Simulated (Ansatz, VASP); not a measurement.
**Ba3Bi2: VASP beside Ansatz**

INCAR

```
PREC = Accurate
ENCUT = 600
EDIFF = 1E-6
ISMEAR = 0
SIGMA = 0.2
LREAL = False
LASPH = True
NELM = 80
ALGO = Fast
ISIF = 3
LWAVE = False
LCHARG = False
GGA = PE
IBRION = 2
NSW = 36
EDIFFG = -0.08
```

The input KPOINTS:

```
Automatic mesh
0
Gamma
  4 4 2
```

File POSCAR:

```
Ba3Bi2
1.0
    4.2732791800      0.0000000000      0.0000000000
    0.0000000000      4.2732791800      0.0000000000
    0.0000000000      0.0000000000      8.7348364500
Ba Bi
3 2
Direct
    0.0000000000      0.5000000000      0.3652538100
    0.5000000000      0.0000000000      0.6347461900
    0.5000000000      0.5000000000      0.0000000000
    0.5000000000      0.0000000000      0.2621575700
    0.0000000000      0.5000000000      0.7378424300
```

Input for Ansatz:

```yaml
crystal:
  lattice:
    - [4.27327918, 0.0, 0.0]
    - [0.0, 4.27327918, 0.0]
    - [0.0, 0.0, 8.73483645]
  atoms:
    - { symbol: Ba, position: [0.0, 0.5, 0.36525381] }
    - { symbol: Ba, position: [0.5, 0.0, 0.63474619] }
    - { symbol: Ba, position: [0.5, 0.5, 0.0] }
    - { symbol: Bi, position: [0.5, 0.0, 0.26215757] }
    - { symbol: Bi, position: [0.0, 0.5, 0.73784243] }
basis:
  ecutwfc: 420
kpoints:
  mp_grid: { grid: [4, 4, 2] }
hamiltonian:
  xc: pbe
scf:
  occupations: { method: gaussian, width: 0.2 }
  lower_state_search: "off"
output:
  forces: true
  stress: true
  eigenvalues: true
relax:
  adjacent_minimum: "off"
  f_tol: 0.08
  max_steps: 16
  cell: { stress_tol: 0.8 }
```

Change from the starting cell: species swapped into the Er2Se3 type (P-4m2, No. 115).

Alike in both runs: task relaxation of cell and atoms; functional PBE; k mesh 4 × 4 × 2; occupations gaussian, width 0.2 eV; no spin polarisation.

|  | VASP | Ansatz |
| --- | --- | --- |
| version | VASP 6.6.1 | Ansatz 0.2.0 |
| potentials or method | VASP PAW PBE potentials, release 64 (Ba_sv, Bi_d), cutoff 600 eV | scalar-relativistic, plane waves, PAW |
| valence electrons in the cell | 60 | 60 |

```tsv
	VASP	Ansatz	Ansatz less VASP
gap on the k mesh at the Fermi level, each at its own relaxed structure (eV)	none	none	-
relaxed volume (Å³/atom)	49.65	48.30	-1.350
relaxed cell length with the largest relative difference (Å)	5.060	5.000	-0.0599
```

A gap of «none» marks a metal or a gap that the smearing closes.

The k mesh is coarse, so the values compare programs but aren't converged. Neither program's run includes spin-orbit coupling. Noted on VASP's run: the volume moved by over 15 % at a fixed basis, so the end points are rough.
